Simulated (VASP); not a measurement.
# Ca2Pd (fluorite type) (Fm-3m) in VASP: notebook, part 2 of 2

VASP 6.6.1. Earlier steps stand in the parts before.

## 4. Single point, PBEsol

This run uses another cell than the first one, of 28.04 Å³/atom, 2.000 times its volume.

The input, INCAR:

```
PREC = Accurate
ENCUT = 500
EDIFF = 1E-6
ISMEAR = -1
SIGMA = 0.05
LREAL = False
LASPH = True
NELM = 120
ALGO = Normal
ISIF = 2
LWAVE = False
LCHARG = True
GGA = PS
LELF = True
LVHAR = True
NBANDS = 22
GGA_COMPAT = False
```

The input, KPOINTS:

```
Automatic mesh
0
Gamma
  9 9 9
```

The input, POSCAR:

```
Ca2Pd
1.0
    0.0000000000      3.4778149140      3.4778149140
    3.4778149140      0.0000000000      3.4778149140
    3.4778149140      3.4778149140      0.0000000000
Pd Ca
1 2
Direct
    0.0000000000      0.0000000000      0.0000000000
    0.2500000000      0.2500000000      0.2500000000
    0.7500000000      0.7500000000      0.7500000000
```

Potentials or basis: VASP PAW PBE potentials, release 64 (Pd, Ca_sv).

Command:

```sh
$ cat potpaw_PBE.64/Pd/POTCAR potpaw_PBE.64/Ca_sv/POTCAR > POTCAR
$ mpirun -np 1 vasp_std > vasp.out
```

OUTCAR:

```text
PREC = Accurate
   ENCUT = 500
   EDIFF = 1E-6
   ISMEAR = -1
   LREAL = False
   LASPH = True
   NELM = 120
   ISIF = 2
   GGA = PS

 ion  position               nearest neighbor table
   1  0.000  0.000  0.000-   3 3.01   3 3.01   3 3.01   2 3.01   3 3.01   2 3.01   2 3.01   2 3.01

   2  0.250  0.250  0.250-   1 3.01   1 3.01   1 3.01   1 3.01
   3  0.750  0.750  0.750-   1 3.01   1 3.01   1 3.01   1 3.01

  LATTYP: Found a face centered cubic cell.
 ALAT       =     6.9556298280

  Lattice vectors:

 A1 = (   0.0000000000,   3.4778149140,   3.4778149140)
 A2 = (   3.4778149140,   0.0000000000,   3.4778149140)
 A3 = (   3.4778149140,   3.4778149140,   0.0000000000)

Analysis of symmetry for initial positions (statically):
=====================================================================
 Subroutine PRICEL returns:
 Original cell was already a primitive cell.

 Routine SETGRP: Setting up the symmetry group for a
 face centered cubic supercell.

 Subroutine GETGRP returns: Found 48 space group operations
 (whereof 48 operations were pure point group operations)
 out of a pool of 48 trial point group operations.

The static configuration has the point symmetry O_h .

Analysis of symmetry for dynamics (positions and initial velocities):
=====================================================================
 Subroutine PRICEL returns:
 Original cell was already a primitive cell.

 Routine SETGRP: Setting up the symmetry group for a
 face centered cubic supercell.

 Subroutine GETGRP returns: Found 48 space group operations
 (whereof 48 operations were pure point group operations)
 out of a pool of 48 trial point group operations.

The dynamic configuration has the point symmetry O_h .

 Subroutine INISYM returns: Found 48 space group operations
 (whereof 48 operations are pure point group operations),
[... 111 lines left out ...]
   EMIN   =  10.00;   EMAX   =-10.00  energy-range for DOS
   EFERMI =   0.00;   METHOD = LEGACY
   ISMEAR =    -1;   SIGMA  =   0.05  broadening in eV -4-tet -1-fermi 0-gaus
   EFERMI_NEDOS =   21; number of points for ismear=-14 and -15
   IALGO  =     38    algorithm
   IMIX   =      4    mixing-type and parameters
     AMIX     =   0.40;   BMIX     =  1.00
     AMIX_MAG =   1.60;   BMIX_MAG =  1.00
  volume/ion in A,a.u.               =      28.04       189.25
  Fermi-wavevector in a.u.,A,eV,Ry     =   1.160911  2.193803 18.336755  1.347713
  Thomas-Fermi vector in A             =   2.297488
   LORBIT       =      0    0 simple, 1 ext, 2 COOP (PROOUT), +10 PAW based schemes
   GGA     = PS    functional components
   LHFCALC =     F    Hartree Fock is set to
   AEXX    =    0.0000 exact exchange contribution
   IVDW    =     0    specifies the selected vdW correction
   LEPSILON=     F    determine dielectric tensor
   LRPA    =     F    only Hartree local field effects (RPA)
 non-spin polarized calculation
  energy-cutoff  :      500.00
  volume of cell :       84.13
 maximum number of plane-waves:      2165
   NGX = 17   NGY = 17   NGZ = 17

 number of electron      30.0000003 magnetization

 Free energy of the ion-electron system (eV)
  ---------------------------------------------------
  ext. energy  EPLUGINS =         0.00000000
  ---------------------------------------------------
  free energy    TOTEN  =       -11.58399227 eV

  energy without entropy =      -11.57399571  energy(sigma->0) =      -11.57899399

 E-fermi :   3.6989     XC(G=0):  -9.2589

 val. band max:        3.6757314457   @ k =   0.2222   0.1111   0.0000
 cond. band min:       3.7123902375   @ k =  -0.3333   0.4444   0.2222
 fundamental gap:      0.0366587918
 Fermi energy:         3.6988500777

 k-point     1 :       0.0000    0.0000    0.0000
  band No.  band energies     occupation
      1     -37.3689      2.00000
      2     -37.3037      2.00000
      3     -18.5484      2.00000
      4     -18.5484      2.00000
      5     -18.5484      2.00000
      6     -18.3549      2.00000
[... 589 lines left out ...]
     21       7.1028      0.00000
     22       7.1028      0.00000

 [... further k-points ...]

------------------------ aborting loop because EDIFF is reached ----------------------------------------

  FORCE on cell =-STRESS in cart. coord.  units (eV):
  Direction    XX          YY          ZZ          XY          YZ          ZX
  --------------------------------------------------------------------------------------
  -------------------------------------------------------------------------------------
  Total        0.0284145      0.0284145      0.0284145     -0.0000000     -0.0000000      0.0000000
  in kB        0.5411294      0.5411294      0.5411294     -0.0000000     -0.0000000      0.0000000
  external PRESSURE =       0.5411294 kB  Pullay stress =       0.0000000 kB

 VOLUME and BASIS-vectors are now :
 -----------------------------------------------------------------------------
  energy-cutoff  :      500.00
  volume of cell :       84.13
      direct lattice vectors                 reciprocal lattice vectors
     0.000000000  3.477814914  3.477814914    -0.143768433  0.143768433  0.143768433
     3.477814914  0.000000000  3.477814914     0.143768433 -0.143768433  0.143768433
     3.477814914  3.477814914  0.000000000     0.143768433  0.143768433 -0.143768433

 POSITION                                       TOTAL-FORCE (eV/Angst)
 -----------------------------------------------------------------------------------
      0.00000      0.00000      0.00000         0.000000      0.000000      0.000000
      1.73891      1.73891      1.73891        -0.000000     -0.000000     -0.000000
      5.21672      5.21672      5.21672         0.000000      0.000000      0.000000
 -----------------------------------------------------------------------------------
    total drift:                                0.000000      0.000000      0.000000

  FREE ENERGIE OF THE ION-ELECTRON SYSTEM (eV)
  ---------------------------------------------------
  free  energy   TOTEN  =       -11.5839922684 eV

  energy  without entropy=      -11.5739957087  energy(sigma->0) =      -11.57899399
```

Run time: 43 s. Hardware: 1 thread of Intel Xeon Platinum 8259CL at 2.50GHz (Skylake/Cascade Lake), shared host; peak memory 0.23 GiB.

What came out:

```yaml
Free_energy: -11.5840 eV
Pressure: 0.1 GPa
Band_gap_on_the_k_mesh: zero (band 15 reaches 4.21 eV, above the bottom of band 16 at 3.37 eV)
```

Caveat: the PAW data sets were made with another functional, which shifts forces and pressure a little.

## 5. The runs side by side

```csv
cell,gap on the mesh (eV),pressure (GPa)
"a = 3.904 Å, angles 60.0°, 3 atoms",none,104.4
"a = 4.148 Å, angles 60.0°, 3 atoms",none,53.7
"a = 4.918 Å, angles 60.0°, 3 atoms",none,0.1
```

Alike in all rows: task single point; level PBEsol; potentials or basis VASP PAW PBE potentials, release 64 (Pd, Ca_sv); no spin polarisation; k mesh 9 × 9 × 9; cutoff (eV) 500; smearing fermi-dirac 0.05 eV.

Caveats: the PAW data sets were made with another functional, which shifts forces and pressure a little.

Total energies depend on the potentials used, so only differences within one code and one set of settings carry meaning.
